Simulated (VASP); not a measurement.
Li:

```
CELL_PARAMETERS angstrom
3.12643 0.00000 0.00000
-1.56321 2.70756 0.00000
0.00000 0.00000 10.21091
ATOMIC_POSITIONS crystal
Li 0.00000 0.00000 0.00000
Li 0.00000 0.00000 0.50000
Li 0.33333 0.66667 0.25000
Li 0.66667 0.33333 0.75000
```

This isn't the form of Li at room conditions, which is bcc.

* Program: VASP 6.6.1
* Task: relaxation of cell and atoms
* Functional: PBEsol
* Potentials or basis: VASP PAW PBE potentials, release 64 (Li_sv)
* Cutoff: 600 eV
* k mesh: 12 × 12 × 3
* Occupations: fermi-dirac, width 0.1 eV
* Spin: no spin polarisation

At the start: pressure -0.9 GPa; volume 21.61 Å³/atom.

Problem. Where does the relaxation end?

Solution. Over 4 steps the energy falls by 5.0 meV/atom and the volume is 19.97 Å³/atom (-7.6 %); space group P6_3/mmc (No. 194, to 0.1 Å) before and after.

Step by step:
```tsv
step	energy change (eV)	largest force (eV/Å)	pressure (GPa)	volume (Å³)
1	0.0000	0.0000	-0.92	86.44
2	-0.0080	0.0000	-0.73	84.89
3	-0.0197	0.0000	-0.11	80.57
4	-0.0199	0.0000	0.01	79.87
```

Final structure:
```yaml
crystal:
  lattice:
    - [3.04676, 0.00000, 0.00000]
    - [-1.52338, 2.63857, 0.00000]
    - [0.00000, 0.00000, 9.93549]
  atoms:
    - { symbol: Li, position: [0.00000, 0.00000, 0.00000] }
    - { symbol: Li, position: [0.00000, 0.00000, 0.50000] }
    - { symbol: Li, position: [0.33333, 0.66667, 0.25000] }
    - { symbol: Li, position: [0.66667, 0.33333, 0.75000] }
```

Caveat: the cutoff is under 1.25 times the usual one of these potentials, so pressure, stress and relaxed cells hold a basis-set (Pulay) error; the PAW data sets were made with another functional, which shifts forces and pressure a little.
